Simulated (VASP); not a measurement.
Input of a VASP 6.6.1 run:

INCAR

```
SYSTEM = Sn
PREC     = Accurate       ! precision mode
ENCUT    = 520            ! plane-wave cutoff, eV
EDIFF    = 1E-6           ! SCF threshold, eV
ISMEAR   = -1             ! smearing method
SIGMA    = 0.1            ! smearing width, eV
LREAL    = .False.        ! projectors in reciprocal space
LASPH    = .True.         ! aspherical terms in the spheres
NELM     = 100            ! most SCF steps
ALGO     = Normal         ! electronic algorithm
ISIF     = 2              ! what is computed and relaxed
LWAVE    = .False.        ! write WAVECAR
LCHARG   = .True.         ! write CHGCAR
GGA      = PS             ! functional
LELF     = .True.         ! ELF
LVHAR    = .True.       
NBANDS   = 13             ! bands
```

The input KPOINTS:

```
regular mesh
0
Gamma
  13 13 13
  0 0 0
```

POSCAR

```
Sn
1.0
    0.0000000000      2.4293606754      2.4293606754
    2.4293606754      0.0000000000      2.4293606754
    2.4293606754      2.4293606754      0.0000000000
Sn
1
Direct
    0.0000000000      0.0000000000      0.0000000000
```

Potentials or basis: VASP PAW PBE potentials, release 64 (Sn_d).

The run is started by

```console
$ cat potpaw_PBE.64/Sn_d/POTCAR > POTCAR
$ mpirun -np 1 vasp_std > vasp.out
```

**Question.** Predict the band gap on the k mesh.

**Answer.** Zero (band 7 reaches 14.60 eV, above the bottom of band 8 at 5.51 eV).

**Question.** Predict the pressure.

**Answer.** -3.6 GPa.

Caveat: the PAW data sets were made with another functional, which shifts forces and pressure a little; spin-orbit coupling is left out, which moves the levels of the heavy elements.
